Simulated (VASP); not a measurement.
# C (Fd-3m) in VASP: further runs

The runs below take C through single point, relaxation of cell and atoms, with PBE.

All numbers are computed with VASP 6.6.1; they aren't measurements. Logs are shortened: lines on timing, memory, paths and dates and some standing lists are left out, and cuts for length are marked.

### 1 The cell of the first run

The structure is cubic, space group Fd-3m (No. 227). The conventional cell has a = 3.572 Å, b = 3.572 Å, c = 3.572 Å, α = 90.00°, β = 90.00°, γ = 90.00°. Within 2.1 Å of C (site symmetry -43m) lie 4 C at 1.55 Å.

### 2 Single point, PBE

Contents of INCAR:

```
PREC = Accurate
ENCUT = 600
EDIFF = 1E-6
ISMEAR = 0
SIGMA = 0.02
LREAL = F
LASPH = T
NELM = 120
ALGO = Normal
ISIF = 2
LWAVE = F
LCHARG = F
GGA = PE
NBANDS = 11
GGA_COMPAT = F
```

Contents of KPOINTS:

```
Automatic mesh
0
Gamma
  12 12 12
```

Contents of POSCAR:

```
C
1.0
    0.0000000000      1.7857952412      1.7857952412
    1.7857952412      0.0000000000      1.7857952412
    1.7857952412      1.7857952412      0.0000000000
C
2
Direct
    0.5000000000      0.5000000000      0.5000000000
    0.7500000000      0.7500000000      0.7500000000
```

Potentials or basis: VASP PAW PBE potentials, release 64 (C).

On the command line:

```
cat potpaw_PBE.64/C/POTCAR > POTCAR
mpirun -np 1 vasp_std > vasp.out
```

OUTCAR:

```text
PREC = Accurate
   ENCUT = 600
   EDIFF = 1E-6
   ISMEAR = 0
   LREAL = F
   LASPH = T
   NELM = 120
   ISIF = 2
   GGA = PE

 ion  position               nearest neighbor table
   1  0.500  0.500  0.500-   2 1.55   2 1.55   2 1.55   2 1.55
   2  0.750  0.750  0.750-   1 1.55   1 1.55   1 1.55   1 1.55

  LATTYP: Found a face centered cubic cell.
 ALAT       =     3.5715904824

  Lattice vectors:

 A1 = (   0.0000000000,   1.7857952412,   1.7857952412)
 A2 = (   1.7857952412,   0.0000000000,   1.7857952412)
 A3 = (   1.7857952412,   1.7857952412,   0.0000000000)

Analysis of symmetry for initial positions (statically):
=====================================================================
 Subroutine PRICEL returns:
 Original cell was already a primitive cell.

 Routine SETGRP: Setting up the symmetry group for a
 face centered cubic supercell.

 Subroutine GETGRP returns: Found 48 space group operations
 (whereof 24 operations were pure point group operations)
 out of a pool of 48 trial point group operations.

The static configuration has the point symmetry T_d .
 The point group associated with its full space group is O_h .

Analysis of symmetry for dynamics (positions and initial velocities):
=====================================================================
 Subroutine PRICEL returns:
 Original cell was already a primitive cell.

 Routine SETGRP: Setting up the symmetry group for a
 face centered cubic supercell.

 Subroutine GETGRP returns: Found 48 space group operations
 (whereof 24 operations were pure point group operations)
 out of a pool of 48 trial point group operations.

The dynamic configuration has the point symmetry T_d .
 The point group associated with its full space group is O_h .

 Subroutine INISYM returns: Found 48 space group operations
 (whereof 24 operations are pure point group operations),
 and found     1 'primitive' translations

----------------------------------------------------------------------------------------

                                     Primitive cell

  volume of cell :      11.3900

  direct lattice vectors                    reciprocal lattice vectors
     0.000000000  1.785795241  1.785795241    -0.279987307  0.279987307  0.279987307
     1.785795241  0.000000000  1.785795241     0.279987307 -0.279987307  0.279987307
     1.785795241  1.785795241  0.000000000     0.279987307  0.279987307 -0.279987307

  length of vectors
     2.525495850  2.525495850  2.525495850     0.484952241  0.484952241  0.484952241

  position of ions in fractional coordinates (direct lattice)
     0.500000000  0.500000000  0.500000000
     0.750000000  0.750000000  0.750000000

  ion indices of the primitive-cell ions
   primitive index   ion index
                 1           1
                 2           2

----------------------------------------------------------------------------------------

 KPOINTS: Automatic mesh

Automatic generation of k-mesh.
 Grid dimensions read from file:
 generate k-points for:   12   12   12

 Generating k-lattice:

  Cartesian coordinates                     Fractional coordinates (reciprocal lattice)
    -0.023332276  0.023332276  0.023332276     0.083333333  0.000000000  0.000000000
     0.023332276 -0.023332276  0.023332276     0.000000000  0.083333333  0.000000000
     0.023332276  0.023332276 -0.023332276     0.000000000  0.000000000  0.083333333

  Length of vectors
     0.040412687  0.040412687  0.040412687

  Shift w.r.t. Gamma in fractional coordinates (k-lattice)
     0.000000000  0.000000000  0.000000000

 Subroutine IBZKPT returns following result:
 ===========================================

 Found     72 irreducible k-points:

 Following reciprocal coordinates:
            Coordinates               Weight
  0.000000  0.000000  0.000000      1.000000
  0.083333  0.000000  0.000000      8.000000
  0.166667  0.000000  0.000000      8.000000
  0.250000  0.000000  0.000000      8.000000
  0.333333  0.000000  0.000000      8.000000
  0.416667  0.000000  0.000000      8.000000
[... 16 lines left out ...]
  0.500000  0.166667  0.000000     24.000000
 -0.416667  0.166667  0.000000     24.000000
 [... further k-points ...]
   k-points           NKPTS =     72   k-points in BZ     NKDIM =     72   number of bands    NBANDS=     11
   number of dos      NEDOS =    301   number of ions     NIONS =      2
   total plane-waves  NPLWV =   8000
   dimension x,y,z NGX =    20 NGY =   20 NGZ =   20
   dimension x,y,z NGXF=    40 NGYF=   40 NGZF=   40
   ions per type =               2
   NGX,Y,Z   is equivalent  to a cutoff of  13.17, 13.17, 13.17 a.u.
   NGXF,Y,Z  is equivalent  to a cutoff of  26.33, 26.33, 26.33 a.u.
 SYSTEM =  unknown system
   PREC   = accura    normal or accurate (medium, high low for compatibility)
   ISTART =      0    job   : 0-new  1-cont  2-samecut
   ICHARG =      2    charge: 1-file 2-atom 10-const
   ISPIN  =      1    spin polarized calculation?
   LNONCOLLINEAR =      F non collinear calculations
   LSORBIT =      F    spin-orbit coupling
   LASPH  =      T    aspherical Exc in radial PAW
   ENCUT  =  600.0 eV  44.10 Ry    6.64 a.u.   5.04  5.04  5.04*2*pi/ulx,y,z
   NELM   =    120;   NELMIN=  2; NELMDL= -5     # of ELM steps
   EDIFF  = 0.1E-05   stopping-criterion for ELM
   LREAL  =      F    real-space projection
   EDIFFG = 0.1E-04   stopping-criterion for IOM
   NSW    =      0    number of steps for IOM
   IBRION =     -1    ionic relax: 0-MD 1-quasi-New 2-CG
   NFREE  =      0    steps in history (QN), initial steepest desc. (CG)
   ISIF   =      2    stress and relaxation
   ISYM   =      2    0-nonsym 1-usesym 2-fastsym
   POTIM  = 0.5000    time-step for ionic-motion
   TEBEG  =    0.0;   TEEND  =   0.0 temperature during run
   PSTRESS=    0.0 pullay stress
   NELECT =       8.0000    total number of electrons
   NUPDOWN=      -1.0000    fix difference up-down
   EMIN   =  10.00;   EMAX   =-10.00  energy-range for DOS
   EFERMI =   0.00;   METHOD = LEGACY
   ISMEAR =     0;   SIGMA  =   0.02  broadening in eV -4-tet -1-fermi 0-gaus
   EFERMI_NEDOS =   21; number of points for ismear=-14 and -15
   IALGO  =     38    algorithm
   IMIX   =      4    mixing-type and parameters
     AMIX     =   0.40;   BMIX     =  1.00
     AMIX_MAG =   1.60;   BMIX_MAG =  1.00
  volume/ion in A,a.u.               =       5.70        38.43
  Fermi-wavevector in a.u.,A,eV,Ry     =   1.455224  2.749975 28.812741  2.117677
  Thomas-Fermi vector in A             =   2.572283
   LORBIT       =      0    0 simple, 1 ext, 2 COOP (PROOUT), +10 PAW based schemes
   GGA     = PE    functional components
   LHFCALC =     F    Hartree Fock is set to
   AEXX    =    0.0000 exact exchange contribution
   IVDW    =     0    specifies the selected vdW correction
   LEPSILON=     F    determine dielectric tensor
   LRPA    =     F    only Hartree local field effects (RPA)
 non-spin polarized calculation
 Gauss-broadening in eV      SIGMA  =   0.02
  energy-cutoff  :      600.00
  volume of cell :       11.39
 maximum number of plane-waves:       392
   NGX =  9   NGY =  9   NGZ =  9

 number of electron       7.9999999 magnetization

 Free energy of the ion-electron system (eV)
  ---------------------------------------------------
  ext. energy  EPLUGINS =         0.00000000
  ---------------------------------------------------
  free energy    TOTEN  =       -18.19049244 eV

  energy without entropy =      -18.19049244  energy(sigma->0) =      -18.19049244

 E-fermi :   9.7728     XC(G=0): -13.2303

 val. band max:        9.6696221762   @ k =   0.0000   0.0000   0.0000
 cond. band min:      13.8138480855   @ k =   0.3333   0.3333   0.0000
 fundamental gap:      4.1442259093
 Fermi energy:         9.7728269623

 k-point     1 :       0.0000    0.0000    0.0000
  band No.  band energies     occupation
      1     -11.7521      2.00000
      2       9.6696      2.00000
      3       9.6696      2.00000
      4       9.6696      2.00000
      5      15.2486      0.00000
      6      15.2486      0.00000
      7      15.2486      0.00000
      8      22.9076      0.00000
      9      28.9126      0.00000
     10      36.1611      0.00000
     11      36.1611      0.00000

 k-point     2 :       0.0833    0.0000    0.0000
  band No.  band energies     occupation
      1     -11.5605      2.00000
      2       8.4475      2.00000
      3       9.3484      2.00000
      4       9.3484      2.00000
      5      15.6695      0.00000
      6      15.6695      0.00000
      7      15.9583      0.00000
      8      23.0752      0.00000
      9      29.2321      0.00000
     10      34.0432      0.00000
     11      34.0432      0.00000

 k-point     3 :       0.1667    0.0000    0.0000
  band No.  band energies     occupation
      1     -10.9876      2.00000
      2       5.9248      2.00000
      3       8.6508      2.00000
      4       8.6508      2.00000
      5      16.5846      0.00000
      6      16.5846      0.00000
      7      17.0371      0.00000
      8      23.5586      0.00000
      9      29.9006      0.00000
     10      32.4518      0.00000
     11      32.4518      0.00000
[... 267 lines left out ...]
 k-point    23 :       0.5000    0.1667    0.0000
  band No.  band energies     occupation
      1      -6.0193      2.00000
      2      -2.3063      2.00000
      3       4.6971      2.00000
      4       5.7194      2.00000
      5      16.7526      0.00000
      6      20.3614      0.00000
      7      20.8436      0.00000
      8      23.9144      0.00000
      9      29.7581      0.00000
     10      33.4063      0.00000
     11      36.2030      0.00000

 k-point    24 :      -0.4167    0.1667    0.0000
  band No.  band energies     occupation
      1      -5.5929      2.00000
      2      -2.8187      2.00000
      3       4.2127      2.00000
      4       6.0960      2.00000
      5      17.1885      0.00000
      6      19.8733      0.00000
      7      20.8215      0.00000
      8      25.0588      0.00000
      9      29.0677      0.00000
     10      33.8106      0.00000
     11      34.1586      0.00000

 [... further k-points ...]

------------------------ aborting loop because EDIFF is reached ----------------------------------------

  FORCE on cell =-STRESS in cart. coord.  units (eV):
  Direction    XX          YY          ZZ          XY          YZ          ZX
  --------------------------------------------------------------------------------------
  -------------------------------------------------------------------------------------
  Total       -0.0006868     -0.0006868     -0.0006868      0.0000000      0.0000000      0.0000000
  in kB       -0.0966034     -0.0966034     -0.0966034      0.0000000      0.0000000      0.0000000
  external PRESSURE =      -0.0966034 kB  Pullay stress =       0.0000000 kB

 VOLUME and BASIS-vectors are now :
 -----------------------------------------------------------------------------
  energy-cutoff  :      600.00
  volume of cell :       11.39
      direct lattice vectors                 reciprocal lattice vectors
     0.000000000  1.785795241  1.785795241    -0.279987307  0.279987307  0.279987307
     1.785795241  0.000000000  1.785795241     0.279987307 -0.279987307  0.279987307
     1.785795241  1.785795241  0.000000000     0.279987307  0.279987307 -0.279987307

 POSITION                                       TOTAL-FORCE (eV/Angst)
 -----------------------------------------------------------------------------------
      1.78580      1.78580      1.78580        -0.000000     -0.000000     -0.000000
      2.67869      2.67869      2.67869         0.000000      0.000000      0.000000
 -----------------------------------------------------------------------------------
    total drift:                                0.000000     -0.000000      0.000000

  FREE ENERGIE OF THE ION-ELECTRON SYSTEM (eV)
  ---------------------------------------------------
  free  energy   TOTEN  =       -18.1904924435 eV

  energy  without entropy=      -18.1904924435  energy(sigma->0) =      -18.19049244
```

It took 7.1 s on 1 thread of Intel Xeon Platinum 8259CL at 2.50GHz (Skylake/Cascade Lake), shared host; peak memory 0.12 GiB.

What came out:

```
Free energy            : -18.1905 eV
Pressure               : 0.0 GPa
Band gap on the k mesh : 4.14 eV (least direct gap 5.58 eV)
```

Levels at points of the mesh, in eV from the valence-band top:
```
           k point  band 2  band 3  band 4  band 5  band 6  band 7
(0.00, 0.00, 0.00)    0.00    0.00    0.00    5.58    5.58    5.58
(0.50, 0.00, 0.00)  -13.33   -2.79   -2.79    8.44    8.44    8.79
(0.50, 0.50, 0.00)  -12.74   -6.27   -6.27    4.75    4.75   16.74
```

### 3 Single point, PBE

Contents of INCAR:

```
SYSTEM = C
  PREC = Accurate
  ENCUT = 600
  EDIFF = 1E-6
  ISMEAR = 0
  SIGMA = 0.02
  LREAL = .FALSE.
  LASPH = .TRUE.
  NELM = 120
  ALGO = Normal
  ISIF = 2
  LWAVE = .FALSE.
  LCHARG = .FALSE.
  GGA = PE
  NBANDS = 11
  GGA_COMPAT = .FALSE.
```

Contents of KPOINTS:

```
Automatic mesh
0
G
  12 12 12
  0 0 0
```

POSCAR is that of step 2.

Potentials or basis: VASP PAW PBE potentials, release 64 (C).

On the command line:

```
cat potpaw_PBE.64/C/POTCAR > POTCAR
mpirun -np 1 vasp_std > vasp.out
```

Wall time 6.8 s (1 thread of Intel Xeon Platinum 8259CL at 2.50GHz (Skylake/Cascade Lake), shared host); peak memory 0.12 GiB.

It converged, with:

```
Free energy            : -18.1905 eV
Pressure               : 0.0 GPa
Band gap on the k mesh : 4.14 eV (least direct gap 5.58 eV)
```

Levels at points of the mesh, in eV from the valence-band top:
| k point | band 1 | band 2 | band 3 | band 4 | band 5 | band 6 | band 7 | band 8 |
| --- | --- | --- | --- | --- | --- | --- | --- | --- |
| (0.00, 0.00, 0.00) | -21.42 | 0.00 | 0.00 | 0.00 | 5.58 | 5.58 | 5.58 | 13.24 |
| (0.50, 0.00, 0.00) | -15.67 | -13.33 | -2.79 | -2.79 | 8.44 | 8.44 | 8.79 | 15.66 |
| (0.50, 0.50, 0.00) | -12.74 | -12.74 | -6.27 | -6.27 | 4.75 | 4.75 | 16.74 | 16.74 |

A k mesh can miss the band edges. PBE gaps usually lie below the measured ones, often by a third to a half.

### 4 Relaxation of cell and atoms, PBE

This run uses another cell than the first one, of 5.67 Å³/atom.

Contents of INCAR:

```
ALGO = Normal
EDIFF = 1E-7
EDIFFG = -0.002
ENCUT = 600
GGA = PE
GGA_COMPAT = F
IBRION = 2
ISIF = 3
ISMEAR = 0
LASPH = T
LCHARG = F
LREAL = F
LWAVE = F
NELM = 120
NELMIN = 4
NSW = 100
PREC = Accurate
SIGMA = 0.02
```

Contents of KPOINTS:

```
k-points
0
Gamma
  12 12 12
```

Contents of POSCAR:

```
C
1.0
    0.0000000000      1.7833700000      1.7833700000
    1.7833700000      0.0000000000      1.7833700000
    1.7833700000      1.7833700000      0.0000000000
C
2
Direct
    0.5000000000      0.5000000000      0.5000000000
    0.7500000000      0.7500000000      0.7500000000
```

On the command line:

```
cat potpaw_PBE.64/C/POTCAR > POTCAR
mpirun -np 1 vasp_std > vasp.out
```

Run time: 10 s. Hardware: 1 thread of Intel Xeon Platinum 8259CL at 2.50GHz (Skylake/Cascade Lake), shared host; peak memory 0.12 GiB.

The run converged. Its results:

```
Free energy                           : -18.1903 eV
Relaxed volume                        : 5.69 Å³/atom
Relaxed cell                          : a = 2.525 Å, b = 2.525 Å, c = 2.525 Å, α = 60.00°, β = 60.00°, γ = 60.00°
Space group after relaxing (to 0.1 Å) : Fd-3m (No. 227)
Energy gained by relaxing             : 0.1 meV/atom
Ionic steps                           : 3
Pressure after relaxing               : 0.0 GPa
Band gap on the k mesh                : 4.14 eV (least direct gap 5.58 eV)
```

The path:
| step | energy change (eV) | largest force (eV/Å) | pressure (GPa) | volume (Å³) |
| --- | --- | --- | --- | --- |
| 1 | 0.0000 | 0.0000 | 1.78 | 11.34 |
| 2 | 0.0001 | 0.0000 | -2.15 | 11.45 |
| 3 | -0.0003 | 0.0000 | 0.01 | 11.39 |

Final structure:
```
CELL_PARAMETERS angstrom
0.00000 1.78579 1.78579
1.78579 0.00000 1.78579
1.78579 1.78579 0.00000
ATOMIC_POSITIONS crystal
C 0.50000 0.50000 0.50000
C 0.75000 0.75000 0.75000
```

Levels at points of the mesh, in eV from the valence-band top:
| k point | band 2 | band 3 | band 4 | band 5 | band 6 | band 7 |
| --- | --- | --- | --- | --- | --- | --- |
| (0.00, 0.00, 0.00) | 0.00 | 0.00 | 0.00 | 5.58 | 5.58 | 5.58 |
| (0.50, 0.00, 0.00) | -13.33 | -2.79 | -2.79 | 8.44 | 8.44 | 8.79 |
| (0.50, 0.50, 0.00) | -12.74 | -6.27 | -6.27 | 4.75 | 4.75 | 16.74 |

A k mesh can miss the band edges. PBE usually gives volumes a little too large and moduli too small.
